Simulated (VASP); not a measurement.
Here is a VASP 6.6.1 calculation.

INCAR

```
SYSTEM = FeSi
PREC     = Accurate       ! precision mode
ENCUT    = 520            ! plane-wave cutoff, eV
EDIFF    = 1E-6           ! SCF threshold, eV
ISMEAR   = 0              ! smearing method
SIGMA    = 0.01           ! smearing width, eV
LREAL    = .False.        ! projectors in reciprocal space
LASPH    = .True.         ! aspherical terms in the spheres
NELM     = 100            ! most SCF steps
ALGO     = Normal         ! electronic algorithm
ISIF     = 2              ! what is computed and relaxed
LWAVE    = .False.        ! write WAVECAR
LCHARG   = .False.        ! write CHGCAR
GGA      = PE             ! functional
NBANDS   = 34             ! bands
```

The input KPOINTS:

```
Automatic mesh
0
Gamma
  8 8 8
  0 0 0
```

The input POSCAR:

```
FeSi
1.0
    4.4030375975      0.0000000000      0.0000000000
    0.0000000000      4.4030375975      0.0000000000
    0.0000000000      0.0000000000      4.4030375975
Fe Si
4 4
Direct
    0.1373215751      0.1373215751      0.1373215751
    0.3626784249      0.8626784249      0.6373215751
    0.6373215751      0.3626784249      0.8626784249
    0.8626784249      0.6373215751      0.3626784249
    0.8413173747      0.8413173747      0.8413173747
    0.6586826253      0.1586826253      0.3413173747
    0.3413173747      0.6586826253      0.1586826253
    0.1586826253      0.3413173747      0.6586826253
```

Potentials or basis: VASP PAW PBE potentials, release 64 (Fe, Si).

Command:

```bash
$ cat potpaw_PBE.64/Fe/POTCAR potpaw_PBE.64/Si/POTCAR > POTCAR
$ mpirun -np 1 vasp_std > vasp.out
```

Question: Predict the largest force.

Answer: 0.038 eV/Å.

Question: What does it give for the pressure?

Answer: 7.4 GPa.

Question: What does it give for the band gap on the k mesh?

Answer: 0.16 eV (least direct gap 0.17 eV).

Forces on the atoms (eV/Å):
```
Fe   0.022  0.022  0.022
Fe  -0.022 -0.022  0.022
Fe   0.022 -0.022 -0.022
Fe  -0.022  0.022 -0.022
Si   0.000  0.000  0.000
Si   0.000  0.000  0.000
Si   0.000  0.000  0.000
Si   0.000  0.000  0.000
```

Caveat: the cell stands under pressure. A k mesh can miss the band edges.
